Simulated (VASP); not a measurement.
The system is As.

```
As
1.0
     1.84772   -3.09876   -0.06121
    -5.47891   -3.06167   -0.02638
     0.05806   -0.20209  -12.23203
As
8
Direct
  0.99420 0.99530 0.19935
  0.49880 0.49772 0.20198
  0.00750 0.99557 0.80316
  0.50666 0.49565 0.79820
  0.47251 0.84949 0.31885
  0.00591 0.33229 0.31286
  0.00897 0.66129 0.68298
  0.50545 0.17269 0.68263
```

* Program: VASP 6.6.1
* Task: relaxation of cell and atoms
* Functional: PBE
* Potentials or basis: VASP PAW PBE potentials, release 64 (As)
* Cutoff: 600 eV
* k mesh: 4 × 2 × 1
* Occupations: gaussian, width 0.1 eV
* Spin: no spin polarisation

At the start: pressure -0.3 GPa; volume 34.60 Å³/atom.

Where does the relaxation end?

Over 14 steps the energy falls by 29.3 meV/atom; space group P1 (No. 1, to 0.1 Å) before, P-1 (No. 2, to 0.1 Å).

Step by step:
| step | energy change (eV) | largest force (eV/Å) | pressure (GPa) | volume (Å³) |
| --- | --- | --- | --- | --- |
| 1 | 0.0000 | 1.0640 | -0.30 | 276.79 |
| 2 | -0.1729 | 0.6262 | 0.45 | 274.01 |
| 3 | -0.1868 | 0.5623 | 0.21 | 274.63 |
| 4 | -0.2253 | 0.1933 | -0.05 | 275.95 |
| 5 | -0.2258 | 0.1577 | -0.08 | 276.12 |
| 6 | -0.2283 | 0.1105 | 0.06 | 275.51 |
| 7 | -0.2284 | 0.1214 | 0.11 | 275.32 |
| 8 | -0.2303 | 0.0851 | 0.02 | 275.73 |
| 9 | -0.2307 | 0.1372 | -0.07 | 276.16 |
| 10 | -0.2320 | 0.1093 | -0.03 | 276.17 |
| 11 | -0.2330 | 0.0730 | 0.05 | 276.18 |
| 12 | -0.2338 | 0.0428 | 0.03 | 276.50 |
| 13 | -0.2339 | 0.0402 | 0.01 | 276.66 |
| 14 | -0.2341 | 0.0212 | 0.00 | 276.82 |

Final structure:
```yaml
crystal:
  lattice:
    - [1.82650, -3.16437, -0.04080]
    - [-5.38052, -3.10555, -0.00371]
    - [0.06164, -0.12209, -12.19735]
  atoms:
    - { symbol: As, position: [0.99294, 0.00223, 0.20129] }
    - { symbol: As, position: [0.50131, 0.50106, 0.20116] }
    - { symbol: As, position: [0.00259, 0.99843, 0.79879] }
    - { symbol: As, position: [0.50321, 0.49832, 0.79878] }
    - { symbol: As, position: [0.48448, 0.83536, 0.31532] }
    - { symbol: As, position: [0.99284, 0.33598, 0.31590] }
    - { symbol: As, position: [0.01150, 0.66438, 0.68435] }
    - { symbol: As, position: [0.51114, 0.16423, 0.68441] }
```

Caveat: the k points lie up to 0.52 Å⁻¹ apart in the final cell.
